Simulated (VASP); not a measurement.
A run of VASP 6.6.1 is set up as follows.

File INCAR:

```
  ALGO = Normal
  EDIFF = 1E-6
  ENCUT = 520
  GGA = PE
  ISIF = 2
  ISMEAR = 0
  IVDW = 12
  LASPH = T
  LCHARG = F
  LREAL = F
  LWAVE = F
  NBANDS = 10
  NELM = 80
  PREC = Accurate
  SIGMA = 0.02
```

The input KPOINTS:

```
k-points
0
Gamma
  6 6 4
```

Contents of POSCAR:

```
H
1.0
    2.3784155789     -2.2540820768      0.0000000000
    2.3784155789      2.2540820768      0.0000000000
    0.0000000000      0.0000000000      4.5123637547
H
4
Direct
    0.9400013801      0.0599986199      0.0577145415
    0.4400013801      0.5599986199      0.4422854585
    0.5599986199      0.4400013801      0.5577145415
    0.0599986199      0.9400013801      0.9422854585
```

Potentials or basis: VASP PAW PBE potentials, release 64 (H).

Run with:

```bash
$ cat potpaw_PBE.64/H/POTCAR > POTCAR
$ mpirun -np 1 vasp_std > vasp.out
```

Q: What does it give for the band gap on the k mesh?

A: 9.24 eV, indirect (least direct gap 9.80 eV).

Q: Estimate the pressure.

A: -0.2 GPa.

Q: Predict the largest force.

A: 0.007 eV/Å.

Forces on the atoms (eV/Å):
```
H    0.000 -0.005 -0.005
H    0.000 -0.005  0.005
H    0.000  0.005 -0.005
H    0.000  0.005  0.005
```

A k mesh can miss the band edges. PBE gaps usually lie below the measured ones, often by a third to a half.
